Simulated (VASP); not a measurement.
A run of VASP 6.6.1 is set up as follows.

File INCAR:

```
SYSTEM = AlN
  PREC = Accurate
  ENCUT = 600
  EDIFF = 1E-6
  ISMEAR = 0
  SIGMA = 0.02
  LREAL = .False.
  LASPH = .True.
  NELM = 120
  ALGO = Normal
  ISIF = 2
  LWAVE = .False.
  LCHARG = .False.
  GGA = PE
  NBANDS = 11
  GGA_COMPAT = .False.
```

Contents of KPOINTS:

```
Automatic mesh
0
Gamma
  10 10 10
  0 0 0
```

POSCAR

```
AlN
1.0
    0.0000000000      2.0348912289      2.0348912289
    2.0348912289      0.0000000000      2.0348912289
    2.0348912289      2.0348912289      0.0000000000
Al N
1 1
Direct
    0.5000000000      0.5000000000      0.5000000000
    0.0000000000      0.0000000000      0.0000000000
```

Potentials or basis: VASP PAW PBE potentials, release 64 (Al, N).

The run is started by

```console
$ cat potpaw_PBE.64/Al/POTCAR potpaw_PBE.64/N/POTCAR > POTCAR
$ mpirun -np 1 vasp_std > vasp.out
```

**Question.** What does it give for the pressure?

**Answer.** -0.3 GPa.

**Question.** Estimate the band gap on the k mesh.

**Answer.** 4.42 eV, indirect (least direct gap 5.40 eV).

A k mesh can miss the band edges. As with any semilocal functional, this PBE gap is likely too small.
